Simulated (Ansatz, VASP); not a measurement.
**Two plane-wave programs on In**

INCAR

```
SYSTEM = In
PREC     = Accurate       ! precision mode
ENCUT    = 500            ! plane-wave cutoff, eV
EDIFF    = 1E-6           ! SCF threshold, eV
ISMEAR   = 0              ! smearing method
SIGMA    = 0.1            ! smearing width, eV
LREAL    = .FALSE.        ! projectors in reciprocal space
LASPH    = .TRUE.         ! aspherical terms in the spheres
NELM     = 120            ! most SCF steps
ALGO     = Normal         ! electronic algorithm
ISIF     = 2              ! what is computed and relaxed
LWAVE    = .FALSE.        ! write WAVECAR
LCHARG   = .FALSE.        ! write CHGCAR
GGA      = PS             ! functional
NBANDS   = 12             ! bands
GGA_COMPAT= .FALSE.
```

The input KPOINTS:

```
regular mesh
0
G
  6 6 6
  0 0 0
```

The input POSCAR:

```
In
1.0
   -1.6542731642      1.6542731642      2.3378786880
    1.6542731642     -1.6542731642      2.3378786880
    1.6542731642      1.6542731642     -2.3378786880
In
1
Direct
    0.0000000000      0.0000000000      0.0000000000
```

Input for Ansatz:

```yaml
crystal:
  lattice:
    - [-1.6542731642, 1.6542731642, 2.337878688]
    - [1.6542731642, -1.6542731642, 2.337878688]
    - [1.6542731642, 1.6542731642, -2.337878688]
  atoms:
    - { symbol: In, position: [0.0, 0.0, 0.0] }
basis:
  ecutwfc: 420
kpoints:
  mp_grid: { grid: [6, 6, 6] }
hamiltonian:
  xc: pbesol
  pseudopotentials: { kind: paw, azcp: { folder: soft_1 } }
scf:
  occupations: { method: gaussian, width: 0.1 }
output:
  forces: true
  stress: true
  eigenvalues: true
```

Alike in both runs: task single point; functional PBEsol; k mesh 6 × 6 × 6; occupations gaussian, width 0.1 eV; no spin polarisation.

|  | VASP | Ansatz |
| --- | --- | --- |
| version | VASP 6.6.1 | Ansatz 0.2.0 |
| potentials or method | VASP PAW PBE potentials, release 64 (In_d), cutoff 500 eV | scalar-relativistic, plane waves, PAW |
| valence electrons in the cell | 13 | 13 |

```tsv
	VASP	Ansatz	Ansatz less VASP
gap on the k mesh at the Fermi level (eV)	none	none	-
pressure (GPa)	-1.2	-1.2	+0.01
traceless stress, the component that is largest in VASP (GPa)	-0.07	-0.07	0.000
```

VASP's potentials were made for PBE, not for PBEsol, and Ansatz warns of the same on its side. A gap of «none» marks a metal or a gap that the smearing closes. With one functional, cell and mesh, what is left measures potentials, basis and numerics.

The k mesh is coarse, so the values compare programs but aren't converged.
